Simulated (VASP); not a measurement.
# Te2Mo (Cm) in VASP: a series of runs, part 2 of 2

VASP 6.6.1.

### Step 4. Single point, PBE (atom 1 (Te) moved by (+0.150, +0.000) A along y and z)

File INCAR:

```
  ALGO = Normal
  EDIFF = 1E-6
  ENCUT = 520
  GGA = PE
  ISIF = 2
  ISMEAR = 0
  LASPH = T
  LCHARG = F
  LREAL = F
  LWAVE = F
  NBANDS = 35
  NELM = 60
  PREC = Accurate
  SIGMA = 0.05
```

File KPOINTS:

```
k-points
0
Gamma
  12 12 2
```

File POSCAR:

```
Te2Mo
1.0
    3.5570664331      0.0000000000      0.0000000000
   -1.7785332165      3.0805098940      0.0000000000
    0.0000000000      0.0000000000     15.2047186580
Te Mo
4 2
Direct
    0.3576799521      0.7153599042      0.6310943552
    0.6666666667      0.3333333333      0.1310943552
    0.3333333333      0.6666666667      0.8689056448
    0.6666666667      0.3333333333      0.3689056448
    0.3333333333      0.6666666667      0.2500000000
    0.6666666667      0.3333333333      0.7500000000
```

Potentials or basis: VASP PAW PBE potentials, release 64 (Te, Mo_sv).

Command:

```console
$ cat potpaw_PBE.64/Te/POTCAR potpaw_PBE.64/Mo_sv/POTCAR > POTCAR
$ mpirun -np 1 vasp_std > vasp.out
```

OUTCAR:

```text
EDIFF = 1E-6
   ENCUT = 520
   GGA = PE
   ISIF = 2
   ISMEAR = 0
   LASPH = T
   LREAL = F
   NELM = 60
   PREC = Accurate

 ion  position               nearest neighbor table
   1  0.358  0.715  0.631-   6 2.63   6 2.80   6 2.80   3 3.62
   2  0.667  0.333  0.131-   5 2.74   5 2.74   5 2.74   4 3.62
   3  0.333  0.667  0.869-   6 2.74   6 2.74   6 2.74   1 3.62
   4  0.667  0.333  0.369-   5 2.74   5 2.74   5 2.74   2 3.62
   5  0.333  0.667  0.250-   2 2.74   4 2.74   2 2.74   4 2.74   2 2.74   4 2.74
   6  0.667  0.333  0.750-   1 2.63   3 2.74   3 2.74   3 2.74   1 2.80   1 2.80

  LATTYP: Found a hexagonal cell.
 ALAT       =     3.5570664331
 C/A-ratio  =     4.2745107363

  Lattice vectors:

 A1 = (   3.5570664331,   0.0000000000,   0.0000000000)
 A2 = (  -1.7785332165,   3.0805098940,   0.0000000000)
 A3 = (   0.0000000000,   0.0000000000,  15.2047186580)

Analysis of symmetry for initial positions (statically):
=====================================================================
[... 175 lines left out ...]
  ---------------------------------------------------
  free energy    TOTEN  =       -35.99841048 eV

  energy without entropy =      -35.99841048  energy(sigma->0) =      -35.99841048

 E-fermi :   7.0039     XC(G=0):  -9.7840

 val. band max:        6.7332184954   @ k =   0.3333   0.3333   0.0000
 cond. band min:       7.7213732095   @ k =  -0.4167   0.2500   0.0000
 fundamental gap:      0.9881547140
 Fermi energy:         7.0038926554

 k-point     1 :       0.0000    0.0000    0.0000
  band No.  band energies     occupation
      1     -54.0067      2.00000
      2     -54.0012      2.00000
      3     -28.1520      2.00000
      4     -28.1513      2.00000
      5     -28.0536      2.00000
      6     -28.0495      2.00000
[... 901 lines left out ...]
     34      10.3912      0.00000
     35      11.4873      0.00000

 [... further k-points ...]
[... 5 lines left out ...]
  --------------------------------------------------------------------------------------
  -------------------------------------------------------------------------------------
  Total       -0.4029155      0.5502345      0.4593542      0.0000000      1.8172355      0.0000000
  in kB       -3.8746422      5.2913375      4.4173857      0.0000000     17.4754686      0.0000000
  external PRESSURE =       1.9446936 kB  Pullay stress =       0.0000000 kB

 VOLUME and BASIS-vectors are now :
 -----------------------------------------------------------------------------
  energy-cutoff  :      520.00
  volume of cell :      166.61
      direct lattice vectors                 reciprocal lattice vectors
     3.557066433  0.000000000  0.000000000     0.281130538  0.162310792  0.000000000
    -1.778533217  3.080509894  0.000000000     0.000000000  0.324621584  0.000000000
     0.000000000  0.000000000 15.204718658     0.000000000  0.000000000  0.065769056

 POSITION                                       TOTAL-FORCE (eV/Angst)
 -----------------------------------------------------------------------------------
      0.00000      2.20367      9.59561        -0.000000     -1.053973     -0.195757
      1.77853      1.02684      1.99325        -0.000000     -0.000346     -0.011292
     -0.00000      2.05367     13.21147        -0.000000     -0.032258      0.017730
      1.77853      1.02684      5.60911         0.000000      0.002652      0.010903
     -0.00000      2.05367      3.80118         0.000000      0.001506      0.000230
      1.77853      1.02684     11.40354         0.000000      1.082418      0.178185
 -----------------------------------------------------------------------------------
    total drift:                               -0.000000      0.000028     -0.000012

  FREE ENERGIE OF THE ION-ELECTRON SYSTEM (eV)
  ---------------------------------------------------
  free  energy   TOTEN  =       -35.9984104811 eV

  energy  without entropy=      -35.9984104811  energy(sigma->0) =      -35.99841048
```

OSZICAR:

```text
N       E                     dE             d eps       ncg     rms          rms(c)
DAV:   1     0.389526378194E+03    0.38953E+03   -0.26833E+04  6900   0.132E+03
DAV:   2    -0.150874426882E+02   -0.40461E+03   -0.39153E+03  7359   0.310E+02
DAV:   3    -0.367380890893E+02   -0.21651E+02   -0.21192E+02  7406   0.623E+01
DAV:   4    -0.373117518730E+02   -0.57366E+00   -0.57035E+00  7193   0.995E+00
DAV:   5    -0.373285500418E+02   -0.16798E-01   -0.16790E-01  7692   0.172E+00    0.205E+01
DAV:   6    -0.365843560092E+02    0.74419E+00   -0.64657E+00  6517   0.138E+01    0.867E+00
DAV:   7    -0.364538279825E+02    0.13053E+00   -0.53804E+00  6315   0.114E+01    0.620E+00
DAV:   8    -0.360038311908E+02    0.45000E+00   -0.96581E-01  6292   0.539E+00    0.244E+00
DAV:   9    -0.360056600954E+02   -0.18289E-02   -0.24050E-01  7038   0.222E+00    0.104E+00
DAV:  10    -0.359979945845E+02    0.76655E-02   -0.34505E-02  6521   0.109E+00    0.355E-01
DAV:  11    -0.359984111042E+02   -0.41652E-03   -0.20593E-03  6960   0.207E-01    0.195E-01
DAV:  12    -0.359984558056E+02   -0.44701E-04   -0.11977E-04  6808   0.503E-02    0.188E-01
DAV:  13    -0.359984113910E+02    0.44415E-04   -0.23927E-04  6592   0.811E-02    0.520E-02
DAV:  14    -0.359984077838E+02    0.36073E-05   -0.41746E-05  7125   0.317E-02    0.234E-02
DAV:  15    -0.359984095870E+02   -0.18032E-05   -0.37804E-06  5963   0.936E-03    0.149E-02
DAV:  16    -0.359984104811E+02   -0.89413E-06   -0.88141E-07  4625   0.446E-03
   1 F= -.35998410E+02 E0= -.35998410E+02  d E =-.367019E-16
```

stdout:

```text
POSCAR found type information on POSCAR TeMo
 POSCAR found :  2 types and       6 ions
 scaLAPACK will be used
 LDA part: xc-table for (Slater+PW92), standard interpolation
 POSCAR, INCAR and KPOINTS ok, starting setup
 FFT: planning ... GRIDC
 FFT: planning ... GRID_SOFT
 FFT: planning ... GRID
 WAVECAR not read
 entering main loop
```

Run time: 6.8 min. Hardware: 1 thread of Intel Xeon Platinum 8559C (Emerald Rapids), shared host; peak memory 0.56 GiB.

Results:

```yaml
Free_energy: -35.9984 eV
Pressure: 0.2 GPa
Largest_force: 1.097 eV/Å
Band_gap_on_the_k_mesh: 0.99 eV, indirect (least direct gap 1.02 eV)
```

Forces on the atoms (eV/Å):
```
Te   0.000 -1.054 -0.196
Te   0.000  0.000 -0.011
Te   0.000 -0.032  0.018
Te   0.000  0.003  0.011
Mo   0.000  0.002  0.000
Mo   0.000  1.082  0.178
```

Stress tensor (GPa, compression positive):
```
-0.39  0.00  0.00
 0.00  0.53  1.75
 0.00  1.75  0.44
```

Levels at points of the mesh, in eV from the valence-band top:
| k point | band 24 | band 25 | band 26 | band 27 | band 28 | band 29 |
| --- | --- | --- | --- | --- | --- | --- |
| (0.00, 0.00, 0.00) | -0.76 | -0.73 | -0.12 | 2.73 | 2.98 | 2.99 |
| (0.50, 0.00, 0.00) | -0.79 | -0.39 | -0.27 | 1.34 | 1.36 | 1.59 |
| (0.00, 0.50, 0.00) | -0.79 | -0.40 | -0.30 | 1.29 | 1.34 | 1.58 |
| (0.00, 0.00, 0.50) | -0.73 | -0.26 | -0.25 | 2.73 | 2.98 | 2.98 |
| (0.50, 0.00, 0.50) | -0.79 | -0.37 | -0.29 | 1.34 | 1.36 | 1.67 |
| (0.00, 0.50, 0.50) | -0.79 | -0.37 | -0.33 | 1.29 | 1.34 | 1.66 |

Caveat: the cell differs from its parent crystal (atom 1 (Te) moved by (+0.150, +0.000) A along y and z); spin-orbit coupling is left out, which moves the levels of the heavy elements; this functional lacks dispersion, which binds the layers, so the pressure and a relaxed spacing across them are unreliable; forces of over 1 eV/Å act on the atoms, so gaps and moduli don't describe the material at rest.

### Step 5. Single point, PBE (atom 1 (Te) moved by (+0.150, +0.300) A along y and z)

File INCAR:

```
SYSTEM = Te2Mo
PREC = Accurate
ENCUT = 520
EDIFF = 1E-7
ISMEAR = 0
SIGMA = 0.05
LREAL = .False.
LASPH = .True.
NELM = 60
ALGO = Normal
ISIF = 2
LWAVE = .False.
LCHARG = .True.
GGA = PE
LELF = .True.
LVHAR = .True.
NBANDS = 35
```

File KPOINTS:

```
regular mesh
0
Gamma
  12 12 2
  0 0 0
```

POSCAR, as its differences from that of step 4:

```diff
@@ -8,3 +8,3 @@
 Direct
-    0.3576799521      0.7153599042      0.6310943552
+    0.3576799521      0.7153599042      0.6508250721
     0.6666666667      0.3333333333      0.1310943552
```

Command:

```console
$ cat potpaw_PBE.64/Te/POTCAR potpaw_PBE.64/Mo_sv/POTCAR > POTCAR
$ mpirun -np 1 vasp_std > vasp.out
```

Wall time 8.1 min (1 thread of Intel Xeon Platinum 8559C (Emerald Rapids), shared host); peak memory 0.57 GiB.

Results (log left out):

| Item | Value |
| --- | --- |
| Free energy | -35.2492 eV |
| Pressure | 5.7 GPa |
| Largest force | 5.691 eV/Å |
| Band gap on the k mesh | 0.19 eV, indirect (least direct gap 0.44 eV) |

Forces in eV/Å, atoms in the order of the input:
```
Te   0.000 -2.145 -5.271
Te   0.000  0.000  0.002
Te   0.000 -0.024  0.635
Te   0.000  0.001  0.032
Mo   0.000  0.000 -0.028
Mo   0.000  2.167  4.631
```

Stress tensor (GPa, compression positive):
```
2.49 0.00 0.00
0.00 5.72 3.06
0.00 3.06 8.76
```

Levels at points of the mesh, in eV from the valence-band top:
```
           k point  band 23  band 24  band 25  band 26  band 27  band 28  band 29  band 30
(0.00, 0.00, 0.00)    -1.12    -1.12    -0.69     0.00     2.32     2.54     2.79     2.79
(0.50, 0.00, 0.00)    -1.20    -0.98    -0.77    -0.56     0.76     1.15     1.16     1.49
(0.00, 0.50, 0.00)    -1.29    -1.06    -0.98    -0.56     0.64     1.03     1.15     1.48
(0.00, 0.00, 0.50)    -1.12    -1.12    -0.55     0.00     2.32     2.54     2.79     2.80
(0.50, 0.00, 0.50)    -1.20    -0.98    -0.77    -0.56     0.76     1.15     1.17     1.48
(0.00, 0.50, 0.50)    -1.29    -1.06    -0.98    -0.56     0.64     1.04     1.15     1.48
```

Caveat: the cell differs from its parent crystal (atom 1 (Te) moved by (+0.150, +0.300) A along y and z); spin-orbit coupling is left out, which moves the levels of the heavy elements; this functional lacks dispersion, which binds the layers, so the pressure and a relaxed spacing across them are unreliable; forces of over 1 eV/Å act on the atoms, so gaps and moduli don't describe the material at rest.
